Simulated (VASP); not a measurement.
Here is a VASP 6.6.1 calculation.

The input POSCAR:

```
Hf
1.0
    3.1987335297      0.0000000000      0.0000000000
   -1.5993667648      2.7701844966      0.0000000000
    0.0000000000      0.0000000000      5.0505021987
Hf
2
Direct
    0.3333333333      0.6666666667      0.2500000000
    0.6666666667      0.3333333333      0.7500000000
```

INCAR.step1

```
SYSTEM = Hf
PREC = Accurate
ENCUT = 520
ISMEAR = -1
SIGMA = 0.1
LREAL = .FALSE.
LASPH = .TRUE.
NELM = 80
NBANDS = 17
GGA = PE
ALGO = Normal
EDIFF = 1E-4
LWAVE = .TRUE.
LCHARG = .FALSE.
```

INCAR.step2

```
SYSTEM = Hf
PREC = Accurate
ENCUT = 520
EDIFF = 1E-7
ISMEAR = -1
SIGMA = 0.1
LREAL = .FALSE.
LASPH = .TRUE.
NELM = 80
ALGO = Normal
ISIF = 2
LWAVE = .FALSE.
LCHARG = .FALSE.
METAGGA = R2SCAN
LMIXTAU = .TRUE.
NBANDS = 17
ISTART = 1
```

KPOINTS

```
regular mesh
0
G
  11 11 6
  0 0 0
```

Potentials or basis: VASP PAW PBE potentials, release 64 (Hf_pv).

Command:

```bash
$ cat potpaw_PBE.64/Hf_pv/POTCAR > POTCAR
$ cp INCAR.step1 INCAR
$ mpirun -np 1 vasp_std > vasp.out
$ cp INCAR.step2 INCAR
$ mpirun -np 1 vasp_std > vasp.out
```

Task: Predict the band gap on the k mesh.

Result: Zero (band 10 reaches 6.16 eV, above the bottom of band 11 at 4.46 eV).

Task: What does it give for the pressure?

Result: -0.6 GPa.

Stress tensor (GPa, compression positive):
```
-0.54  0.00  0.00
 0.00 -0.54  0.00
 0.00  0.00 -0.68
```

Caveat: the PAW data sets were made with another functional, which shifts forces and pressure a little; spin-orbit coupling is left out, which moves the levels of the heavy elements.
